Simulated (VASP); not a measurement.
SiO2, 12 atoms in the cell. The structure is tetragonal, space group P4_12_12 (No. 92). Conventional cell: a = 4.989 Å, b = 4.989 Å, c = 6.991 Å, α = 90.00°, β = 90.00°, γ = 90.00°. Si (site symmetry 2) has 4 O at 1.60 to 1.61 Å within 2.1 Å. Within 2.1 Å of O (site symmetry 1) lie 2 Si at 1.60 to 1.61 Å. 

* Program: VASP 6.6.1
* Task: electric field gradients
* Functional: PBE
* Potentials or basis: VASP PAW PBE potentials, release 64 (Si, O)
* Cutoff: 520 eV
* k mesh: 4 × 4 × 3
* Occupations: gaussian, width 0.001 eV
* Spin: no spin polarisation
* Dipole correction: no
* Further INCAR settings: ALGO = Normal; EDIFF = 1e-08; NBANDS = 44

Potentials or basis: VASP PAW PBE potentials, release 64 (Si, O).

Command:

```sh
$ cat potpaw_PBE.64/Si/POTCAR potpaw_PBE.64/O/POTCAR > POTCAR
$ mpirun -np 1 vasp_std > vasp.out
```

Hardware: 1 thread of Intel Xeon 8259CL, on a shared host.

Task: Estimate the wall time of this run.

Result: Run time: 3 min on 1 thread of Intel Xeon 8259CL, with other jobs on the host, peak memory 0.29 GiB. Counts: scf iterations 17, k points 12.
